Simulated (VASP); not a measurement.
Wanted: the native input for a VASP 6.6.1 run.

- Task: single point
- Functional: PBEsol
- Potentials or basis: VASP PAW PBE potentials, release 64 (Zr_sv, O)
- Cutoff: 520 eV
- k mesh: 9 × 9 × 8
- Occupations: gaussian, width 0.15 eV
- Spin: no spin polarisation
- Dipole correction: no
- Further INCAR settings: ALGO = Normal; EDIFF = 1e-07; NBANDS = 52

The structure of Zr3O lies in POSCAR:

```
Zr3O
1.0
    5.8497104291      0.0000000000      0.0000000000
   -2.9248552145      5.0659978364      0.0000000000
    0.0000000000      0.0000000000      4.6984874166
Zr O
6 2
Direct
    0.3529025719      0.0000000000      0.0000000000
    0.3529025719      0.3529025719      0.5000000000
    0.0000000000      0.3529025719      0.0000000000
    0.6470974281      0.0000000000      0.5000000000
    0.6470974281      0.6470974281      0.0000000000
    0.0000000000      0.6470974281      0.5000000000
    0.3333333333      0.6666666667      0.2500000000
    0.6666666667      0.3333333333      0.7500000000
```

This cell differs from its parent crystal: atoms shifted along a free coordinate, c/a of the conventional cell at fixed volume 0.8032.

One way to write it, as run:

INCAR

```
SYSTEM = Zr3O
ALGO     = Normal         ! electronic algorithm
EDIFF    = 1E-7           ! SCF threshold, eV
ENCUT    = 520            ! plane-wave cutoff, eV
GGA      = PS             ! functional
ISIF     = 2              ! what is computed and relaxed
ISMEAR   = 0              ! smearing method
LASPH    = .TRUE.         ! aspherical terms in the spheres
LCHARG   = .FALSE.        ! write CHGCAR
LREAL    = .FALSE.        ! projectors in reciprocal space
LWAVE    = .FALSE.        ! write WAVECAR
NBANDS   = 52             ! bands
NELM     = 80             ! most SCF steps
PREC     = Accurate       ! precision mode
SIGMA    = 0.15           ! smearing width, eV
```

KPOINTS

```
k-points
0
G
  9 9 8
  0 0 0
```

Potentials or basis: VASP PAW PBE potentials, release 64 (Zr_sv, O).

The run is started by

```console
$ cat potpaw_PBE.64/Zr_sv/POTCAR potpaw_PBE.64/O/POTCAR > POTCAR
$ mpirun -np 1 vasp_std > vasp.out
```

It gave:

* Pressure: 3.5 GPa
* Largest force: 0.853 eV/Å
* Band gap on the k mesh: zero (bands 42 and 43 overlap by 0.85 eV)

Caveat: the stress differs along the axes, from -4 to 18 GPa; the PAW data sets were made with another functional, which shifts forces and pressure a little.

It took 3.3 min on 1 thread of Intel(R) Xeon(R) 6975P-C (Granite Rapids), with other jobs on the host, peak memory 0.47 GiB.
